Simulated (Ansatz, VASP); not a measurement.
**One calculation of Sn6Ge, two programs**

```
Sn Ge
1.0
     2.98212    1.72173    6.42510
    -2.98212    1.72173    6.42510
     0.00000   -3.44345    6.42510
Sn Ge
6 1
Direct
  0.45954 0.08950 0.74479
  0.08950 0.74479 0.45954
  0.25521 0.54046 0.91050
  0.91050 0.25521 0.54046
  0.54046 0.91050 0.25521
  0.74479 0.45954 0.08950
  0.00000 0.00000 0.00000
```

Change from the starting cell: species swapped into the TeF6 type (R-3, No. 148).

Alike in both runs: functional PBE; k mesh 3 × 3 × 3; occupations gaussian, width 0.2 eV; no spin polarisation.

Ansatz relaxed the structure, and its values are those at the end. VASP's run is a single point on that final structure, the one shown.

|  | VASP | Ansatz |
| --- | --- | --- |
| version | VASP 6.6.1 | Ansatz 0.2.0 |
| potentials or method | VASP PAW PBE potentials, release 64 (Sn_d, Ge_d), cutoff 520 eV | scalar-relativistic, plane waves, PAW |
| valence electrons in the cell | 98 | 98 |

|  | VASP | Ansatz | Ansatz less VASP |
| --- | --- | --- | --- |
| gap on the k mesh at the Fermi level (eV) | none | none | - |
| pressure (GPa) | 0.1 | 0.1 | +0.04 |
| rms of the force components (eV/Å) | 0.018 | 0.017 | -0.0005 |

A gap of «none» marks a metal or a gap that the smearing closes. The functional is the same, so the differences come from potentials, cutoffs and numerics.

The k mesh is coarse, so the values compare programs but aren't converged.
